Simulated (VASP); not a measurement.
Write the native input for VASP 6.6.1 that does the following.

```
Task                   : single point
Functional             : r2SCAN
Potentials or basis    : VASP PAW PBE potentials, release 64 (Zn, S)
Cutoff                 : 520 eV
k mesh                 : 2 × 2 × 2
Occupations            : fermi-dirac, width 0.02 eV
Spin                   : no spin polarisation
Dipole correction      : no
Further INCAR settings : LREAL = Auto; ALGO = Normal; EDIFF = 1e-06; NBANDS = 86
```

ZnS:

```
CELL_PARAMETERS angstrom
0.00000 5.39641 5.39641
5.39641 0.00000 5.39641
5.39641 5.39641 0.00000
ATOMIC_POSITIONS crystal
Zn 0.11632 0.11594 0.12755
Zn 0.12463 0.12798 0.62570
Zn 0.12910 0.62638 0.12205
Zn 0.12351 0.62831 0.62364
Zn 0.62307 0.12596 0.11921
Zn 0.62218 0.13295 0.62577
Zn 0.61783 0.62654 0.11749
Zn 0.63419 0.62639 0.61407
S 0.99845 0.99603 0.00000
S 0.99328 0.00272 0.50701
S 0.99832 0.50622 0.99890
S 0.00497 0.49971 0.50191
S 0.49196 0.00215 0.00203
S 0.50026 0.00577 0.49290
S 0.49517 0.50186 0.99447
S 0.50363 0.50508 0.49363
```

One way to write it, as run:

POSCAR

```
ZnS
1.0
    0.0000000000      5.3964110000      5.3964110000
    5.3964110000      0.0000000000      5.3964110000
    5.3964110000      5.3964110000      0.0000000000
Zn S
8 8
Direct
    0.1163165667      0.1159444675      0.1275506999
    0.1246339465      0.1279819124      0.6256980797
    0.1290971907      0.6263788099      0.1220486171
    0.1235070865      0.6283146336      0.6236431954
    0.6230715192      0.1259551950      0.1192114537
    0.6221808346      0.1329547546      0.6257747047
    0.6178287755      0.6265390090      0.1174895685
    0.6341932629      0.6263904843      0.6140665528
   -0.0015536252     -0.0039655986     -0.0000016678
   -0.0067187247      0.0027179175      0.5070086396
   -0.0016808394      0.5062208012     -0.0011010095
    0.0049746952      0.4997051744      0.5019147911
    0.4919581737      0.0021535610      0.0020312574
    0.5002581345      0.0057665178      0.4928976870
    0.4951729029      0.5018591986     -0.0055341411
    0.5036265770      0.5050812475      0.4936253002
```

INCAR.step1

```
SYSTEM = ZnS
PREC     = Accurate       ! precision mode
ENCUT    = 520            ! plane-wave cutoff, eV
ISMEAR   = -1             ! smearing method
SIGMA    = 0.02           ! smearing width, eV
LREAL    = Auto         
LASPH    = .TRUE.         ! aspherical terms in the spheres
NELM     = 80             ! most SCF steps
NBANDS   = 86             ! bands
GGA      = PE             ! functional
ALGO     = Normal         ! electronic algorithm
EDIFF    = 1E-4           ! SCF threshold, eV
LWAVE    = .TRUE.         ! write WAVECAR
LCHARG   = .FALSE.        ! write CHGCAR
```

INCAR.step2

```
SYSTEM = ZnS
PREC     = Accurate       ! precision mode
ENCUT    = 520            ! plane-wave cutoff, eV
EDIFF    = 1E-6           ! SCF threshold, eV
ISMEAR   = -1             ! smearing method
SIGMA    = 0.02           ! smearing width, eV
LREAL    = Auto         
LASPH    = .TRUE.         ! aspherical terms in the spheres
NELM     = 80             ! most SCF steps
ALGO     = Normal         ! electronic algorithm
ISIF     = 2              ! what is computed and relaxed
LWAVE    = .FALSE.        ! write WAVECAR
LCHARG   = .FALSE.        ! write CHGCAR
METAGGA  = R2SCAN         ! meta-GGA
LMIXTAU  = .TRUE.       
NBANDS   = 86             ! bands
ISTART   = 1
```

KPOINTS

```
regular mesh
0
G
  2 2 2
  0 0 0
```

Potentials or basis: VASP PAW PBE potentials, release 64 (Zn, S).

Command:

```console
$ cat potpaw_PBE.64/Zn/POTCAR potpaw_PBE.64/S/POTCAR > POTCAR
$ cp INCAR.step1 INCAR
$ mpirun -np 1 vasp_std > vasp.out
$ cp INCAR.step2 INCAR
$ mpirun -np 1 vasp_std > vasp.out
```

Results of the run:

```json
{
 "Pressure": "0.1 GPa",
 "Largest force": "0.712 eV/Å",
 "Band gap on the k mesh": "2.66 eV"
}
```

Caveat: the k points lie up to 0.50 Å⁻¹ apart; the PAW data sets were made with another functional, which shifts forces and pressure a little.

It took 26 min on 1 thread of Intel(R) Xeon(R) Platinum 8259CL CPU @ 2.50GHz (Skylake/Cascade Lake) (shared host), peak memory 0.6 GiB.
